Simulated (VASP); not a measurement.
Input of a VASP 6.6.1 run:

INCAR

```
  ALGO = Normal
  EDIFF = 1E-6
  ENCUT = 520
  GGA = PS
  ISIF = 2
  ISMEAR = 0
  LASPH = T
  LCHARG = T
  LELF = T
  LREAL = F
  LVHAR = T
  LWAVE = F
  NBANDS = 16
  NELM = 100
  PREC = Accurate
  SIGMA = 0.15
```

Contents of KPOINTS:

```
k-points
0
Gamma
  18 18 6
```

POSCAR

```
C
1.0
    2.4587330167      0.0000000000      0.0000000000
   -1.2293665084      2.1293252536      0.0000000000
    0.0000000000      0.0000000000      7.2458067263
C
4
Direct
   -0.0577479467      0.0000000000      0.0025000000
    0.0577479467      0.0000000000      0.5025000000
    0.2755800112      0.6666666667      0.0025000000
    0.7244199888      0.3333333333      0.5025000000
```

Potentials or basis: VASP PAW PBE potentials, release 64 (C).

Command:

```console
$ cat potpaw_PBE.64/C/POTCAR > POTCAR
$ mpirun -np 1 vasp_std > vasp.out
```

Question: Predict the largest force.

Answer: 0.004 eV/Å.

Question: Estimate the pressure.

Answer: 0.7 GPa.

Forces in eV/Å, atoms in the order of the input:
```
C    0.004 -0.001  0.000
C   -0.004  0.001  0.000
C    0.003 -0.001  0.000
C   -0.003  0.001  0.000
```

Caveat: the cell differs from its parent crystal (mode 4 frozen in at -0.142 Å and mode 5 at -0.000 Å (largest displacements)); the PAW data sets were made with another functional, which shifts forces and pressure a little; this functional lacks dispersion, which binds the layers, so the pressure and a relaxed spacing across them are unreliable.
